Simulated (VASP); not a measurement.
# K in VASP: a series of runs

The runs below take K through single point, with r2SCAN.

Everything below comes from runs of VASP 6.6.1. Logs are shortened: lines on timing, memory, paths and dates and some standing lists are left out, and cuts for length are marked.

### 1 The cell of the first run

The structure is cubic, space group Pm-3m (No. 221). The conventional cell has a = 4.310 Å, b = 4.310 Å, c = 4.310 Å, α = 90.00°, β = 90.00°, γ = 90.00°. Within 5.7 Å of K (site symmetry m-3m) lie 6 K at 4.31 Å.

This isn't the form of K at room conditions, which is bcc.

### 2 Single point, r2SCAN

POSCAR reads:

```
K
1.0
    4.3104394900      0.0000000000      0.0000000000
    0.0000000000      4.3104394900      0.0000000000
    0.0000000000      0.0000000000      4.3104394900
K
1
Direct
    0.0000000000      0.0000000000      0.0000000000
```

INCAR.step1 reads:

```
SYSTEM = K
PREC = Accurate
ENCUT = 520
ISMEAR = 0
SIGMA = 0.15
LREAL = .False.
LASPH = .True.
NELM = 60
NBANDS = 10
GGA = PE
ALGO = Normal
EDIFF = 1E-4
LWAVE = .True.
LCHARG = .False.
```

INCAR.step2 reads:

```
SYSTEM = K
PREC = Accurate
ENCUT = 520
EDIFF = 1E-6
ISMEAR = 0
SIGMA = 0.15
LREAL = .False.
LASPH = .True.
NELM = 60
ALGO = Normal
ISIF = 2
LWAVE = .False.
LCHARG = .True.
METAGGA = R2SCAN
LMIXTAU = .True.
LELF = .True.
LVHAR = .True.
NBANDS = 10
ISTART = 1
```

KPOINTS reads:

```
Automatic mesh
0
Gamma
  10 10 10
  0 0 0
```

Potentials or basis: VASP PAW PBE potentials, release 64 (K_sv).

The run is started by

```console
$ cat potpaw_PBE.64/K_sv/POTCAR > POTCAR
$ cp INCAR.step1 INCAR
$ mpirun -np 1 vasp_std > vasp.out
$ cp INCAR.step2 INCAR
$ mpirun -np 1 vasp_std > vasp.out
```

OUTCAR:

```text
SYSTEM = K
   PREC = Accurate
   ENCUT = 520
   EDIFF = 1E-6
   ISMEAR = 0
   LREAL = .False.
   LASPH = .True.
   NELM = 60
   ISIF = 2
   METAGGA = R2SCAN
   ISTART = 1

 ion  position               nearest neighbor table
   1  0.000  0.000  0.000-

  LATTYP: Found a simple cubic cell.
 ALAT       =     4.3104394900

  Lattice vectors:

 A1 = (   4.3104394900,   0.0000000000,   0.0000000000)
 A2 = (   0.0000000000,   4.3104394900,   0.0000000000)
 A3 = (   0.0000000000,   0.0000000000,   4.3104394900)

Analysis of symmetry for initial positions (statically):
=====================================================================
 Subroutine PRICEL returns:
 Original cell was already a primitive cell.

 Routine SETGRP: Setting up the symmetry group for a
 simple cubic supercell.

 Subroutine GETGRP returns: Found 48 space group operations
 (whereof 48 operations were pure point group operations)
 out of a pool of 48 trial point group operations.

The static configuration has the point symmetry O_h .

Analysis of symmetry for dynamics (positions and initial velocities):
=====================================================================
 Subroutine PRICEL returns:
 Original cell was already a primitive cell.

 Routine SETGRP: Setting up the symmetry group for a
 simple cubic supercell.

 Subroutine GETGRP returns: Found 48 space group operations
 (whereof 48 operations were pure point group operations)
 out of a pool of 48 trial point group operations.

The dynamic configuration has the point symmetry O_h .

 Subroutine INISYM returns: Found 48 space group operations
 (whereof 48 operations are pure point group operations),
 and found     1 'primitive' translations

----------------------------------------------------------------------------------------

                                     Primitive cell

  volume of cell :      80.0875

  direct lattice vectors                    reciprocal lattice vectors
     4.310439490  0.000000000  0.000000000     0.231994905  0.000000000  0.000000000
     0.000000000  4.310439490  0.000000000     0.000000000  0.231994905  0.000000000
     0.000000000  0.000000000  4.310439490     0.000000000  0.000000000  0.231994905

  length of vectors
     4.310439490  4.310439490  4.310439490     0.231994905  0.231994905  0.231994905

  position of ions in fractional coordinates (direct lattice)
     0.000000000  0.000000000  0.000000000

  ion indices of the primitive-cell ions
   primitive index   ion index
                 1           1

----------------------------------------------------------------------------------------

 KPOINTS: Automatic mesh

Automatic generation of k-mesh.
 Grid dimensions read from file:
 generate k-points for:   10   10   10

 Generating k-lattice:

  Cartesian coordinates                     Fractional coordinates (reciprocal lattice)
     0.023199491  0.000000000  0.000000000     0.100000000  0.000000000  0.000000000
     0.000000000  0.023199491  0.000000000     0.000000000  0.100000000  0.000000000
     0.000000000  0.000000000  0.023199491     0.000000000  0.000000000  0.100000000

  Length of vectors
     0.023199491  0.023199491  0.023199491

  Shift w.r.t. Gamma in fractional coordinates (k-lattice)
     0.000000000  0.000000000  0.000000000

 Subroutine IBZKPT returns following result:
 ===========================================

 Found     56 irreducible k-points:

 Following reciprocal coordinates:
            Coordinates               Weight
  0.000000  0.000000  0.000000      1.000000
  0.100000  0.000000  0.000000      6.000000
  0.200000  0.000000  0.000000      6.000000
  0.300000  0.000000  0.000000      6.000000
  0.400000  0.000000  0.000000      6.000000
  0.500000  0.000000  0.000000      3.000000
[... 16 lines left out ...]
  0.200000  0.100000  0.100000     24.000000
  0.300000  0.100000  0.100000     24.000000
 [... further k-points ...]
   k-points           NKPTS =     56   k-points in BZ     NKDIM =     56   number of bands    NBANDS=     10
[... 51 lines left out ...]

 k-point     4 :       0.3000    0.0000    0.0000
  band No.  band energies     occupation
      1     -34.1276      2.00000
      2     -16.8481      2.00000
      3     -16.7899      2.00000
      4     -16.7899      2.00000
      5      -1.5284      2.00000
      6       1.6618      0.00000
      7       3.4033      0.00000
      8       5.1682      0.00000
      9       5.1682      0.00000
     10       6.1441      0.00000

 k-point     5 :       0.4000    0.0000    0.0000
  band No.  band energies     occupation
      1     -34.1266      2.00000
      2     -16.8683      2.00000
      3     -16.7880      2.00000
      4     -16.7880      2.00000
      5      -0.8934      2.00000
      6       0.7575      0.00000
      7       3.5982      0.00000
      8       4.9453      0.00000
      9       4.9453      0.00000
     10       6.5722      0.00000

 k-point     6 :       0.5000    0.0000    0.0000
  band No.  band energies     occupation
      1     -34.1262      2.00000
      2     -16.8760      2.00000
      3     -16.7873      2.00000
      4     -16.7873      2.00000
      5      -0.1446      0.76484
      6      -0.0931      0.43235
      7       3.6823      0.00000
      8       4.8694      0.00000
      9       4.8694      0.00000
     10       6.5866      0.00000
[... 183 lines left out ...]
 k-point    21 :       0.5000    0.5000    0.0000
  band No.  band energies     occupation
      1     -34.1223      2.00000
      2     -16.8652      2.00000
      3     -16.8652      2.00000
      4     -16.7806      2.00000
      5       0.9459      0.00000
      6       2.0793      0.00000
      7       2.0793      0.00000
      8       2.2878      0.00000
      9       5.3394      0.00000
     10       5.3394      0.00000

 k-point    22 :       0.1000    0.1000    0.1000
  band No.  band energies     occupation
      1     -34.1291      2.00000
      2     -16.8017      2.00000
      3     -16.8006      2.00000
      4     -16.8006      2.00000
      5      -2.0966      2.00000
      6       2.9331      0.00000
      7       2.9331      0.00000
      8       5.1689      0.00000
      9       5.8896      0.00000
     10       5.8896      0.00000

 k-point    23 :       0.2000    0.1000    0.1000
  band No.  band energies     occupation
      1     -34.1281      2.00000
      2     -16.8213      2.00000
      3     -16.7994      2.00000
      4     -16.7987      2.00000
      5      -1.8095      2.00000
      6       2.5582      0.00000
      7       3.0841      0.00000
      8       4.8150      0.00000
      9       5.3732      0.00000
     10       5.9713      0.00000

 k-point    24 :       0.3000    0.1000    0.1000
  band No.  band energies     occupation
      1     -34.1268      2.00000
      2     -16.8463      2.00000
      3     -16.7971      2.00000
      4     -16.7964      2.00000
      5      -1.3444      2.00000
      6       1.8075      0.00000
      7       3.3128      0.00000
      8       4.7709      0.00000
      9       4.9235      0.00000
     10       6.0687      0.00000

 [... further k-points ...]

------------------------ aborting loop because EDIFF is reached ----------------------------------------

  FORCE on cell =-STRESS in cart. coord.  units (eV):
  Direction    XX          YY          ZZ          XY          YZ          ZX
  --------------------------------------------------------------------------------------
  -------------------------------------------------------------------------------------
  Total       -0.0157199     -0.0157199     -0.0157199      0.0000000      0.0000000      0.0000000
  in kB       -0.3144822     -0.3144822     -0.3144822      0.0000000      0.0000000      0.0000000
  external PRESSURE =      -0.3144822 kB  Pullay stress =       0.0000000 kB

 VOLUME and BASIS-vectors are now :
 -----------------------------------------------------------------------------
  energy-cutoff  :      520.00
  volume of cell :       80.09
      direct lattice vectors                 reciprocal lattice vectors
     4.310439490  0.000000000  0.000000000     0.231994905  0.000000000  0.000000000
     0.000000000  4.310439490  0.000000000     0.000000000  0.231994905  0.000000000
     0.000000000  0.000000000  4.310439490     0.000000000  0.000000000  0.231994905

 POSITION                                       TOTAL-FORCE (eV/Angst)
 -----------------------------------------------------------------------------------
      0.00000      0.00000      0.00000         0.000000      0.000000      0.000000
 -----------------------------------------------------------------------------------
    total drift:                                0.000000      0.000000      0.000000

  FREE ENERGIE OF THE ION-ELECTRON SYSTEM (eV)
  ---------------------------------------------------
  free  energy   TOTEN  =        -5.9077700760 eV

  energy  without entropy=       -5.8991586933  energy(sigma->0) =       -5.90346438
```

It took 39 s on 1 thread of Intel Xeon 6975P-C (Granite Rapids), shared host; peak memory 0.2 GiB.

Results:

| Quantity | Value |
| --- | --- |
| Free energy | -5.9078 eV |
| Pressure | 0.0 GPa |
| Band gap on the k mesh | zero (an odd number of electrons rules out a gap without spin polarisation) |

Levels at points of the mesh, in eV from the Fermi level:
```csv
k point,band 1,band 2,band 3,band 4,band 5,band 6,band 7,band 8,band 9
"(0.00, 0.00, 0.00)",-33.95,-16.62,-16.62,-16.62,-2.21,3.18,3.18,6.62,6.62
"(0.50, 0.00, 0.00)",-33.95,-16.70,-16.61,-16.61,0.03,0.08,3.86,5.05,5.05
"(0.50, 0.50, 0.00)",-33.95,-16.69,-16.69,-16.60,1.12,2.26,2.26,2.46,5.52
"(0.50, 0.50, 0.50)",-33.94,-16.68,-16.68,-16.68,2.43,2.43,2.43,4.45,4.70
```

Caveat: the PAW data sets were made with another functional, which shifts forces and pressure a little.

### 3 Single point, r2SCAN (normal strain along x -0.0550, normal strain along z -0.0550)

POSCAR reads:

```
K
1.0
    4.0733653181      0.0000000000      0.0000000000
    0.0000000000      4.3104394900      0.0000000000
    0.0000000000      0.0000000000      4.0733653181
K
1
Direct
    0.0000000000      0.0000000000      0.0000000000
```

INCAR.step1, as its differences from that of step 2:

```diff
@@ -7,3 +7,3 @@
 LASPH = .True.
-NELM = 60
+NELM = 100
 NBANDS = 10
```

INCAR.step2 reads:

```
SYSTEM = K
PREC = Accurate
ENCUT = 520
EDIFF = 1E-6
ISMEAR = 0
SIGMA = 0.15
LREAL = .False.
LASPH = .True.
NELM = 100
ALGO = Normal
ISIF = 2
LWAVE = .False.
LCHARG = .False.
METAGGA = R2SCAN
LMIXTAU = .True.
NBANDS = 10
ISTART = 1
```

KPOINTS is that of step 2.

Potentials or basis: VASP PAW PBE potentials, release 64 (K_sv).

The run is started by

```console
$ cat potpaw_PBE.64/K_sv/POTCAR > POTCAR
$ cp INCAR.step1 INCAR
$ mpirun -np 1 vasp_std > vasp.out
$ cp INCAR.step2 INCAR
$ mpirun -np 1 vasp_std > vasp.out
```

Run time: 94 s. Hardware: 1 thread of Intel Xeon 6975P-C (Granite Rapids), shared host; peak memory 0.23 GiB.

The run converged. Its results:

| Quantity | Value |
| --- | --- |
| Free energy | -5.8934 eV |
| Pressure | 0.4 GPa |
| Band gap on the k mesh | zero (an odd number of electrons rules out a gap without spin polarisation) |

Stress tensor (GPa, compression positive):
```
 0.58  0.00  0.00
 0.00 -0.11  0.00
 0.00  0.00  0.58
```

Levels at points of the mesh, in eV from the Fermi level:
```
           k point  band 2  band 3  band 4  band 5  band 6  band 7
(0.00, 0.00, 0.00)  -16.56  -16.56  -16.56   -2.35    3.09    3.28
(0.50, 0.00, 0.00)  -16.69  -16.55  -16.54    0.13    0.24    3.94
(0.00, 0.50, 0.00)  -16.64  -16.55  -16.55   -0.10   -0.07    3.83
(0.50, 0.50, 0.00)  -16.68  -16.63  -16.54    1.02    2.35    2.43
(0.50, 0.00, 0.50)  -16.67  -16.67  -16.53    1.06    2.69    2.69
(0.50, 0.50, 0.50)  -16.66  -16.66  -16.61    2.23    2.51    2.51
```

Caveat: the cell differs from its parent crystal (normal strain along x -0.0550, normal strain along z -0.0550); the PAW data sets were made with another functional, which shifts forces and pressure a little.

### 4 Single point, r2SCAN (normal strain along x -0.0550, normal strain along z +0.0000)

POSCAR, as its differences from that of step 3:

```diff
@@ -4,3 +4,3 @@
     0.0000000000      4.3104394900      0.0000000000
-    0.0000000000      0.0000000000      4.0733653181
+    0.0000000000      0.0000000000      4.3104394900
 K
```

INCAR.step1 reads:

```
PREC = Accurate ; ENCUT = 520
ISMEAR = 0 ; SIGMA = 0.15
LREAL = False ; LASPH = True
NELM = 60 ; NBANDS = 10
GGA = PE ; ALGO = Normal
EDIFF = 1E-4 ; LWAVE = True
LCHARG = False
```

INCAR.step2 reads:

```
PREC = Accurate ; ENCUT = 520
EDIFF = 1E-6 ; ISMEAR = 0
SIGMA = 0.15 ; LREAL = False
LASPH = True ; NELM = 60
ALGO = Normal ; ISIF = 2
LWAVE = False ; LCHARG = False
METAGGA = R2SCAN ; LMIXTAU = True
NBANDS = 10 ; ISTART = 1
```

KPOINTS reads:

```
regular mesh
0
Gamma
  10 10 10
```

The run is started by

```console
$ cat potpaw_PBE.64/K_sv/POTCAR > POTCAR
$ cp INCAR.step1 INCAR
$ mpirun -np 1 vasp_std > vasp.out
$ cp INCAR.step2 INCAR
$ mpirun -np 1 vasp_std > vasp.out
```

It took 1.9 min on 1 thread of Intel Xeon 6975P-C (Granite Rapids), shared host; peak memory 0.24 GiB.

Results (log left out):

- Free energy: -5.9000 eV
- Pressure: 0.1 GPa
- Band gap on the k mesh: zero (an odd number of electrons rules out a gap without spin polarisation)

Stress tensor (GPa, compression positive):
```
 0.59  0.00  0.00
 0.00 -0.08  0.00
 0.00  0.00 -0.08
```

Levels at points of the mesh, in eV from the Fermi level:
| k point | band 2 | band 3 | band 4 | band 5 | band 6 | band 7 |
| --- | --- | --- | --- | --- | --- | --- |
| (0.00, 0.00, 0.00) | -16.59 | -16.59 | -16.58 | -2.28 | 3.10 | 3.26 |
| (0.50, 0.00, 0.00) | -16.72 | -16.58 | -16.58 | 0.20 | 0.32 | 3.97 |
| (0.00, 0.50, 0.00) | -16.67 | -16.58 | -16.58 | -0.03 | 0.01 | 3.84 |
| (0.50, 0.50, 0.00) | -16.71 | -16.65 | -16.57 | 1.11 | 2.44 | 2.51 |
| (0.00, 0.50, 0.50) | -16.66 | -16.66 | -16.57 | 1.05 | 2.18 | 2.18 |
| (0.50, 0.50, 0.50) | -16.70 | -16.64 | -16.64 | 2.34 | 2.34 | 2.61 |

Caveat: the cell differs from its parent crystal (normal strain along x -0.0550, normal strain along z +0.0000); the PAW data sets were made with another functional, which shifts forces and pressure a little.

### 5 Single point, r2SCAN (normal strain along x -0.0275, normal strain along z -0.0275)

POSCAR reads:

```
K
1.0
    4.1919024040      0.0000000000      0.0000000000
    0.0000000000      4.3104394900      0.0000000000
    0.0000000000      0.0000000000      4.1919024040
K
1
Direct
    0.0000000000      0.0000000000      0.0000000000
```

INCAR.step1 reads:

```
SYSTEM = K
  PREC = Accurate
  ENCUT = 520
  ISMEAR = 0
  SIGMA = 0.15
  LREAL = .FALSE.
  LASPH = .TRUE.
  NELM = 100
  NBANDS = 10
  GGA = PE
  ALGO = Normal
  EDIFF = 1E-4
  LWAVE = .TRUE.
  LCHARG = .FALSE.
```

INCAR.step2 reads:

```
SYSTEM = K
  PREC = Accurate
  ENCUT = 520
  EDIFF = 1E-6
  ISMEAR = 0
  SIGMA = 0.15
  LREAL = .FALSE.
  LASPH = .TRUE.
  NELM = 100
  ALGO = Normal
  ISIF = 2
  LWAVE = .FALSE.
  LCHARG = .FALSE.
  METAGGA = R2SCAN
  LMIXTAU = .TRUE.
  NBANDS = 10
  ISTART = 1
```

KPOINTS reads:

```
Automatic mesh
0
G
  10 10 10
  0 0 0
```

The run is started by

```console
$ cat potpaw_PBE.64/K_sv/POTCAR > POTCAR
$ cp INCAR.step1 INCAR
$ mpirun -np 1 vasp_std > vasp.out
$ cp INCAR.step2 INCAR
$ mpirun -np 1 vasp_std > vasp.out
```

Wall time 80 s (1 thread of Intel Xeon 6975P-C (Granite Rapids), shared host); peak memory 0.24 GiB.

The run converged. Its results:

| Property | Result |
| --- | --- |
| Free energy | -5.9046 eV |
| Pressure | 0.1 GPa |
| Band gap on the k mesh | zero (an odd number of electrons rules out a gap without spin polarisation) |

Stress tensor (GPa, compression positive):
```
 0.23  0.00  0.00
 0.00 -0.08  0.00
 0.00  0.00  0.23
```

Levels at points of the mesh, in eV from the Fermi level:
```csv
k point,band 2,band 3,band 4,band 5,band 6,band 7
"(0.00, 0.00, 0.00)",-16.59,-16.59,-16.59,-2.28,3.14,3.23
"(0.50, 0.00, 0.00)",-16.69,-16.58,-16.58,0.07,0.16,3.90
"(0.00, 0.50, 0.00)",-16.67,-16.58,-16.58,-0.04,0.01,3.85
"(0.50, 0.50, 0.00)",-16.68,-16.66,-16.57,1.07,2.29,2.34
"(0.50, 0.00, 0.50)",-16.68,-16.68,-16.57,1.09,2.46,2.46
"(0.50, 0.50, 0.50)",-16.67,-16.67,-16.64,2.33,2.47,2.47
```

Caveat: the cell differs from its parent crystal (normal strain along x -0.0275, normal strain along z -0.0275); the PAW data sets were made with another functional, which shifts forces and pressure a little.

### 6 Single point, r2SCAN (normal strain along x -0.0275, normal strain along z +0.0000)

POSCAR, as its differences from that of step 5:

```diff
@@ -4,3 +4,3 @@
     0.0000000000      4.3104394900      0.0000000000
-    0.0000000000      0.0000000000      4.1919024040
+    0.0000000000      0.0000000000      4.3104394900
 K
```

INCAR.step1 reads:

```
PREC = Accurate ; ENCUT = 520
ISMEAR = 0 ; SIGMA = 0.15
LREAL = F ; LASPH = T
NELM = 60 ; NBANDS = 10
GGA = PE ; ALGO = Normal
EDIFF = 1E-4 ; LWAVE = T
LCHARG = F
```

INCAR.step2 reads:

```
PREC = Accurate ; ENCUT = 520
EDIFF = 1E-6 ; ISMEAR = 0
SIGMA = 0.15 ; LREAL = F
LASPH = T ; NELM = 60
ALGO = Normal ; ISIF = 2
LWAVE = F ; LCHARG = T
METAGGA = R2SCAN ; LMIXTAU = T
LELF = T ; LVHAR = T
NBANDS = 10 ; ISTART = 1
```

KPOINTS reads:

```
regular mesh
0
Gamma
  10 10 10
```

Potentials or basis: VASP PAW PBE potentials, release 64 (K_sv).

The run is started by

```console
$ cat potpaw_PBE.64/K_sv/POTCAR > POTCAR
$ cp INCAR.step1 INCAR
$ mpirun -np 1 vasp_std > vasp.out
$ cp INCAR.step2 INCAR
$ mpirun -np 1 vasp_std > vasp.out
```

Run time: 79 s. Hardware: 1 thread of Intel Xeon 6975P-C (Granite Rapids), shared host; peak memory 0.24 GiB.

Results (log left out):

```
Free energy            : -5.9061 eV
Pressure               : 0.1 GPa
Band gap on the k mesh : zero (an odd number of electrons rules out a gap without spin polarisation)
```

Stress tensor (GPa, compression positive):
```
 0.26  0.00  0.00
 0.00 -0.05  0.00
 0.00  0.00 -0.05
```

Levels at points of the mesh, in eV from the Fermi level:
```csv
k point,band 2,band 3,band 4,band 5,band 6,band 7
"(0.00, 0.00, 0.00)",-16.60,-16.60,-16.60,-2.25,3.14,3.22
"(0.50, 0.00, 0.00)",-16.71,-16.59,-16.59,0.11,0.19,3.91
"(0.00, 0.50, 0.00)",-16.69,-16.60,-16.59,0.00,0.05,3.85
"(0.50, 0.50, 0.00)",-16.70,-16.67,-16.59,1.11,2.34,2.38
"(0.00, 0.50, 0.50)",-16.67,-16.67,-16.59,1.08,2.22,2.22
"(0.50, 0.50, 0.50)",-16.69,-16.66,-16.66,2.38,2.38,2.51
```

Caveat: the cell differs from its parent crystal (normal strain along x -0.0275, normal strain along z +0.0000); the PAW data sets were made with another functional, which shifts forces and pressure a little.

### 7 Overview

```csv
cell,gap on the mesh (eV),pressure (GPa)
"a = 4.310 Å, 1 atom",none,0.0
"a = 4.073, b = 4.310 Å, 1 atom",none,0.4
"a = 4.073, b = 4.310, c = 4.310 Å, 1 atom",none,0.1
"a = 4.192, b = 4.310 Å, 1 atom",none,0.1
"a = 4.192, b = 4.310, c = 4.310 Å, 1 atom",none,0.1
```

Alike in all rows: task single point; level r2SCAN; potentials or basis VASP PAW PBE potentials, release 64 (K_sv); no spin polarisation; k mesh 10 × 10 × 10; cutoff (eV) 520; smearing gaussian 0.15 eV.

Caveats: the PAW data sets were made with another functional, which shifts forces and pressure a little.

Total energies depend on the potentials used, so only differences within one code and one set of settings carry meaning.
